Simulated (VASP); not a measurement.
# ZrS (Fm-3m) in VASP: notebook

ZrS is run at these levels: LDA; tasks: single point.

Everything below comes from runs of VASP 6.6.1. Logs are shortened: lines on timing, memory, paths and dates and some standing lists are left out, and cuts for length are marked.

### Step 1. The cell of the first run

The structure is cubic, space group Fm-3m (No. 225). Conventional cell: a = 5.250 Å, b = 5.250 Å, c = 5.250 Å, α = 90.00°, β = 90.00°, γ = 90.00°. Within 3.5 Å of Zr (site symmetry m-3m) lie 6 S at 2.62 Å. S (site symmetry m-3m) has 6 Zr at 2.62 Å within 3.5 Å.

### Step 2. Single point, LDA

Input file INCAR:

```
SYSTEM = ZrS
ALGO = Normal
EDIFF = 1E-6
ENCUT = 520
ISIF = 2
ISMEAR = 0
LASPH = .TRUE.
LCHARG = .TRUE.
LELF = .TRUE.
LREAL = .FALSE.
LVHAR = .TRUE.
LWAVE = .FALSE.
NBANDS = 16
NELM = 100
PREC = Accurate
SIGMA = 0.1
```

Input file KPOINTS:

```
k-points
0
G
  6 6 6
  0 0 0
```

Input file POSCAR:

```
ZrS
1.0
    0.0000000000      2.6250000000      2.6250000000
    2.6250000000      0.0000000000      2.6250000000
    2.6250000000      2.6250000000      0.0000000000
Zr S
1 1
Direct
    0.0000000000      0.0000000000      0.0000000000
    0.5000000000      0.5000000000      0.5000000000
```

Potentials or basis: VASP PAW LDA potentials, release 64 (Zr_sv, S).

Command:

```console
cat potpaw_LDA.64/Zr_sv/POTCAR potpaw_LDA.64/S/POTCAR > POTCAR
mpirun -np 1 vasp_std > vasp.out
```

OUTCAR:

```text
SYSTEM = ZrS
   EDIFF = 1E-6
   ENCUT = 520
   ISIF = 2
   ISMEAR = 0
   LASPH = .TRUE.
   LREAL = .FALSE.
   NELM = 100
   PREC = Accurate

 ion  position               nearest neighbor table
   1  0.000  0.000  0.000-   2 2.62   2 2.62   2 2.62   2 2.62   2 2.62   2 2.62
   2  0.500  0.500  0.500-   1 2.62   1 2.62   1 2.62   1 2.62   1 2.62   1 2.62

  LATTYP: Found a face centered cubic cell.
 ALAT       =     5.2500000000

  Lattice vectors:

 A1 = (   0.0000000000,   2.6250000000,   2.6250000000)
 A2 = (   2.6250000000,   0.0000000000,   2.6250000000)
 A3 = (   2.6250000000,   2.6250000000,   0.0000000000)

Analysis of symmetry for initial positions (statically):
=====================================================================
 Subroutine PRICEL returns:
 Original cell was already a primitive cell.

 Routine SETGRP: Setting up the symmetry group for a
 face centered cubic supercell.

 Subroutine GETGRP returns: Found 48 space group operations
 (whereof 48 operations were pure point group operations)
 out of a pool of 48 trial point group operations.

The static configuration has the point symmetry O_h .

Analysis of symmetry for dynamics (positions and initial velocities):
=====================================================================
 Subroutine PRICEL returns:
 Original cell was already a primitive cell.

 Routine SETGRP: Setting up the symmetry group for a
 face centered cubic supercell.

 Subroutine GETGRP returns: Found 48 space group operations
 (whereof 48 operations were pure point group operations)
 out of a pool of 48 trial point group operations.

The dynamic configuration has the point symmetry O_h .

 Subroutine INISYM returns: Found 48 space group operations
 (whereof 48 operations are pure point group operations),
 and found     1 'primitive' translations

----------------------------------------------------------------------------------------

                                     Primitive cell

  volume of cell :      36.1758

  direct lattice vectors                    reciprocal lattice vectors
     0.000000000  2.625000000  2.625000000    -0.190476190  0.190476190  0.190476190
     2.625000000  0.000000000  2.625000000     0.190476190 -0.190476190  0.190476190
     2.625000000  2.625000000  0.000000000     0.190476190  0.190476190 -0.190476190

  length of vectors
     3.712310601  3.712310601  3.712310601     0.329914440  0.329914440  0.329914440

  position of ions in fractional coordinates (direct lattice)
     0.000000000  0.000000000  0.000000000
     0.500000000  0.500000000  0.500000000

  ion indices of the primitive-cell ions
   primitive index   ion index
                 1           1
                 2           2

----------------------------------------------------------------------------------------

 KPOINTS: k-points

Automatic generation of k-mesh.
 Grid dimensions read from file:
 generate k-points for:    6    6    6

 Generating k-lattice:

  Cartesian coordinates                     Fractional coordinates (reciprocal lattice)
    -0.031746032  0.031746032  0.031746032     0.166666667  0.000000000  0.000000000
     0.031746032 -0.031746032  0.031746032     0.000000000  0.166666667  0.000000000
     0.031746032  0.031746032 -0.031746032     0.000000000  0.000000000  0.166666667

  Length of vectors
     0.054985740  0.054985740  0.054985740

  Shift w.r.t. Gamma in fractional coordinates (k-lattice)
     0.000000000  0.000000000  0.000000000

 Subroutine IBZKPT returns following result:
 ===========================================

 Found     16 irreducible k-points:

 Following reciprocal coordinates:
            Coordinates               Weight
  0.000000  0.000000  0.000000      1.000000
  0.166667  0.000000  0.000000      8.000000
  0.333333  0.000000  0.000000      8.000000
  0.500000  0.000000  0.000000      4.000000
  0.166667  0.166667  0.000000      6.000000
  0.333333  0.166667  0.000000     24.000000
[... 8 lines left out ...]
 -0.333333  0.333333  0.166667     24.000000
 -0.333333  0.500000  0.166667     12.000000
   k-points           NKPTS =     16   k-points in BZ     NKDIM =     16   number of bands    NBANDS=     16
   number of dos      NEDOS =    301   number of ions     NIONS =      2
   total plane-waves  NPLWV =  21952
   dimension x,y,z NGX =    28 NGY =   28 NGZ =   28
   dimension x,y,z NGXF=    56 NGYF=   56 NGZF=   56
   ions per type =               1   1
   NGX,Y,Z   is equivalent  to a cutoff of  12.54, 12.54, 12.54 a.u.
   NGXF,Y,Z  is equivalent  to a cutoff of  25.08, 25.08, 25.08 a.u.
 SYSTEM =  ZrS
   PREC   = accura    normal or accurate (medium, high low for compatibility)
   ISTART =      0    job   : 0-new  1-cont  2-samecut
   ICHARG =      2    charge: 1-file 2-atom 10-const
   ISPIN  =      1    spin polarized calculation?
   LNONCOLLINEAR =      F non collinear calculations
   LSORBIT =      F    spin-orbit coupling
   LASPH  =      T    aspherical Exc in radial PAW
   ENCUT  =  520.0 eV  38.22 Ry    6.18 a.u.   6.90  6.90  6.90*2*pi/ulx,y,z
   NELM   =    100;   NELMIN=  2; NELMDL= -5     # of ELM steps
   EDIFF  = 0.1E-05   stopping-criterion for ELM
   LREAL  =      F    real-space projection
   EDIFFG = 0.1E-04   stopping-criterion for IOM
   NSW    =      0    number of steps for IOM
   IBRION =     -1    ionic relax: 0-MD 1-quasi-New 2-CG
   NFREE  =      0    steps in history (QN), initial steepest desc. (CG)
   ISIF   =      2    stress and relaxation
   ISYM   =      2    0-nonsym 1-usesym 2-fastsym
   POTIM  = 0.5000    time-step for ionic-motion
   TEBEG  =    0.0;   TEEND  =   0.0 temperature during run
   PSTRESS=    0.0 pullay stress
   NELECT =      18.0000    total number of electrons
   NUPDOWN=      -1.0000    fix difference up-down
   EMIN   =  10.00;   EMAX   =-10.00  energy-range for DOS
   EFERMI =   0.00;   METHOD = LEGACY
   ISMEAR =     0;   SIGMA  =   0.10  broadening in eV -4-tet -1-fermi 0-gaus
   EFERMI_NEDOS =   21; number of points for ismear=-14 and -15
   IALGO  =     38    algorithm
   IMIX   =      4    mixing-type and parameters
     AMIX     =   0.40;   BMIX     =  1.00
     AMIX_MAG =   1.60;   BMIX_MAG =  1.00
  volume/ion in A,a.u.               =      18.09       122.06
  Fermi-wavevector in a.u.,A,eV,Ry     =   1.297258  2.451462 22.896950  1.682878
  Thomas-Fermi vector in A             =   2.428662
   LORBIT       =      0    0 simple, 1 ext, 2 COOP (PROOUT), +10 PAW based schemes
   GGA     = CA    functional components
   LHFCALC =     F    Hartree Fock is set to
   AEXX    =    0.0000 exact exchange contribution
   IVDW    =     0    specifies the selected vdW correction
   LEPSILON=     F    determine dielectric tensor
   LRPA    =     F    only Hartree local field effects (RPA)
 non-spin polarized calculation
 Gauss-broadening in eV      SIGMA  =   0.10
  energy-cutoff  :      520.00
  volume of cell :       36.18
 maximum number of plane-waves:       983
   NGX = 13   NGY = 13   NGZ = 13

 number of electron      18.0000000 magnetization

 Free energy of the ion-electron system (eV)
  ---------------------------------------------------
  ext. energy  EPLUGINS =         0.00000000
  ---------------------------------------------------
  free energy    TOTEN  =       -17.05526665 eV

  energy without entropy =      -17.04174996  energy(sigma->0) =      -17.04850830

 E-fermi :  10.6157     XC(G=0): -11.5378

 val. band max:       10.5885818882   @ k =   0.3333   0.0000   0.0000
 cond. band min:      10.6262684111   @ k =  -0.3333   0.3333   0.1667
 fundamental gap:      0.0376865229
 Fermi energy:        10.6157473181

 k-point     1 :       0.0000    0.0000    0.0000
  band No.  band energies     occupation
      1     -39.1935      2.00000
      2     -17.3066      2.00000
      3     -17.3066      2.00000
      4     -17.3066      2.00000
      5      -5.2042      2.00000
      6       7.0492      2.00000
[... 8 lines left out ...]
     15      17.7394      0.00000
     16      22.9195      0.00000

 k-point     2 :       0.1667    0.0000    0.0000
  band No.  band energies     occupation
      1     -39.1869      2.00000
      2     -17.3973      2.00000
      3     -17.3145      2.00000
      4     -17.3145      2.00000
      5      -4.8664      2.00000
      6       5.4672      2.00000
[... 8 lines left out ...]
     15      18.6148      0.00000
     16      21.3217      0.00000

 k-point     3 :       0.3333    0.0000    0.0000
  band No.  band energies     occupation
      1     -39.1735      2.00000
      2     -17.5720      2.00000
      3     -17.3302      2.00000
      4     -17.3302      2.00000
      5      -4.1017      2.00000
      6       3.4350      2.00000
[... 8 lines left out ...]
     15      18.5115      0.00000
     16      18.5115      0.00000

 k-point     4 :       0.5000    0.0000    0.0000
  band No.  band energies     occupation
      1     -39.1668      2.00000
      2     -17.6563      2.00000
      3     -17.3380      2.00000
      4     -17.3380      2.00000
      5      -3.6447      2.00000
      6       2.5489      2.00000
[... 8 lines left out ...]
     15      16.3805      0.00000
     16      16.3805      0.00000
[... 172 lines left out ...]
 k-point    14 :       0.5000    0.3333    0.1667
  band No.  band energies     occupation
      1     -39.1649      2.00000
      2     -17.5500      2.00000
      3     -17.4268      2.00000
      4     -17.3687      2.00000
      5      -4.0730      2.00000
      6       3.6136      2.00000
[... 8 lines left out ...]
     15      16.8527      0.00000
     16      18.4909      0.00000

 k-point    15 :      -0.3333    0.3333    0.1667
  band No.  band energies     occupation
      1     -39.1605      2.00000
      2     -17.5582      2.00000
      3     -17.4592      2.00000
      4     -17.3890      2.00000
      5      -3.9534      2.00000
      6       3.7071      2.00000
[... 8 lines left out ...]
     15      18.0556      0.00000
     16      18.7542      0.00000

 k-point    16 :      -0.3333    0.5000    0.1667
  band No.  band energies     occupation
      1     -39.1584      2.00000
      2     -17.5400      2.00000
      3     -17.4575      2.00000
      4     -17.4283      2.00000
      5      -4.1325      2.00000
      6       4.4532      2.00000
[... 8 lines left out ...]
     15      18.2573      0.00000
     16      19.6792      0.00000

------------------------ aborting loop because EDIFF is reached ----------------------------------------

  FORCE on cell =-STRESS in cart. coord.  units (eV):
  Direction    XX          YY          ZZ          XY          YZ          ZX
  --------------------------------------------------------------------------------------
  -------------------------------------------------------------------------------------
  Total       -1.9289834     -1.9289834     -1.9289834      0.0000000     -0.0000000     -0.0000000
  in kB      -85.4321141    -85.4321141    -85.4321141      0.0000000     -0.0000000     -0.0000000
  external PRESSURE =     -85.4321141 kB  Pullay stress =       0.0000000 kB

 VOLUME and BASIS-vectors are now :
 -----------------------------------------------------------------------------
  energy-cutoff  :      520.00
  volume of cell :       36.18
      direct lattice vectors                 reciprocal lattice vectors
     0.000000000  2.625000000  2.625000000    -0.190476190  0.190476190  0.190476190
     2.625000000  0.000000000  2.625000000     0.190476190 -0.190476190  0.190476190
     2.625000000  2.625000000  0.000000000     0.190476190  0.190476190 -0.190476190

 POSITION                                       TOTAL-FORCE (eV/Angst)
 -----------------------------------------------------------------------------------
      0.00000      0.00000      0.00000         0.000000      0.000000     -0.000000
      2.62500      2.62500      2.62500         0.000000      0.000000      0.000000
 -----------------------------------------------------------------------------------
    total drift:                                0.000000      0.000000      0.000000

  FREE ENERGIE OF THE ION-ELECTRON SYSTEM (eV)
  ---------------------------------------------------
  free  energy   TOTEN  =       -17.0552666523 eV

  energy  without entropy=      -17.0417499552  energy(sigma->0) =      -17.04850830
```

It took 8.1 s on 1 thread of Intel Xeon Platinum 8259CL at 2.50GHz (Skylake/Cascade Lake), shared host; peak memory 0.14 GiB.

Results:

```
Free energy            : -17.0553 eV
Pressure               : -8.5 GPa
Band gap on the k mesh : zero (band 9 reaches 11.95 eV, above the bottom of band 10 at 9.15 eV)
```

(Part 1 of 2 ends here.)
